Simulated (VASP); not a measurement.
Runs of VASP 6.6.1 on LaO6. The structure is that of space group Pm-3m (No. 221), or close to it. The cells are those of the table. 

| task | potentials or basis | cell | k mesh | cutoff (eV) | smearing | second run | gap on the mesh (eV) | pressure (GPa) | largest force (eV/Å) |
| --- | --- | --- | --- | --- | --- | --- | --- | --- | --- |
| single point | VASP PAW PBE potentials, release 64 (La, O) | a = 4.693 Å, 7 atoms | 6 × 6 × 6 | 600 | gaussian 0.2 eV | - | none | 0.7 | 0.49 |
| single point | VASP PAW PBE potentials, release 64 (La, O_h) | a = 4.693 Å, 7 atoms | 8 × 8 × 8 | 910 | gaussian 0.1 eV | hard_potentials | none | (b) | 0.01 |
| single point | VASP PAW PBE potentials, release 64 (La, O) | a = 4.693 Å, 7 atoms | 8 × 8 × 8 | 520 | gaussian 0.1 eV | - | none | (a) | 0.51 |
| relaxation of cell and atoms | VASP PAW PBE potentials, release 64 (La, O) | relaxed from a = 4.681 Å, 7 atoms | 8 × 8 × 8 | 600 | gaussian 0.1 eV | - | none | 0.0 | 0.01 |

Alike in all rows: level PBE; no spin polarisation.

Problem. Estimate the missing entries.

Solution. (a) 0.8; (b) -0.5.

Caveats: spin-orbit coupling is left out, which moves the levels of the heavy elements; an odd number of electrons without spin polarisation forces a metal; a magnetic or distorted state may lie lower; the cutoff is under 1.25 times the usual one of these potentials, so pressure, stress and relaxed cells hold a basis-set (Pulay) error (some runs).

A k mesh can miss the band edges, and the runs leave out spin-orbit coupling on La.

A gap of «none» marks levels without a gap at the run's occupations.
